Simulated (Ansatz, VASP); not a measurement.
# Two plane-wave programs on Zr12N

```xyz
13
Lattice="6.4600 0.0000 0.0000 -4.8450 8.3918 0.0000 0.0000 0.0000 5.1454" Properties=species:S:1:pos:R:3 pbc="T T T"
Zr   -0.0735    0.1008   -0.0225
Zr   -0.0085    1.8364    2.5578
Zr   -1.5601    2.8522   -0.0069
Zr   -1.6034    4.6588    2.5322
Zr   -3.2216    5.4318   -0.0354
Zr   -3.2475    7.4252    2.6426
Zr    3.3100    0.0973   -0.0237
Zr    3.2513    1.8988    2.5604
Zr    1.5788    2.7729   -0.0198
Zr    1.6088    4.6279    2.5186
Zr    0.0054    5.6048   -0.0477
Zr    0.0132    7.4754    2.5264
N    -3.2303    7.4315    4.8336
```

Alike in both runs: functional LDA; k mesh 3 × 2 × 3; occupations fermi-dirac, width 0.1 eV; no spin polarisation.

Ansatz relaxed the structure, and its values are those at the end. VASP's run is a single point on that final structure, the one shown.

|  | VASP | Ansatz |
| --- | --- | --- |
| version | VASP 6.6.1 | Ansatz 0.2.0 |
| potentials or method | VASP PAW LDA potentials, release 64 (Zr_sv, N), cutoff 520 eV | scalar-relativistic, plane waves, PAW |
| valence electrons in the cell | 149 | 149 |

```tsv
	VASP	Ansatz	Ansatz less VASP
rms of the force components (eV/Å)	0.019	0.008	-0.0104
```

LDA's correlation is that of Perdew and Zunger in VASP and of Perdew and Wang (1992) in Ansatz.

The k mesh is coarse, so the values compare programs but aren't converged.
